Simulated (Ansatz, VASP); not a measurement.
**Two plane-wave programs on Pt**

```
Pt
1.0
     0.00000    1.95550    1.95550
     1.95550    0.00000    1.95550
     1.95550    1.95550    0.00000
Pt
1
Direct
  0.00000 0.00000 0.00000
```

Alike in both runs: task single point; functional r2SCAN; k mesh 12 × 12 × 12; no spin polarisation.

|  | VASP | Ansatz |
| --- | --- | --- |
| version | VASP 6.6.1 | Ansatz 0.2.0 |
| potentials or method | VASP PAW PBE potentials, release 64 (Pt), cutoff 550 eV | PAW, plane waves, scalar-relativistic |
| occupations | methfessel-paxton of order 1, width 0.05 eV | cold, width 0.05 eV |
| valence electrons in the cell | 10 | 18 |

|  | VASP | Ansatz | Ansatz less VASP |
| --- | --- | --- | --- |
| pressure (GPa) | 7.4 | 6.6 | -0.87 |

VASP's potentials were made for PBE, not for r2SCAN. VASP's potentials hold 10 valence electrons a cell and Ansatz's 18, so a difference there can come from the potentials and not from the codes.

Spin-orbit coupling is off throughout.
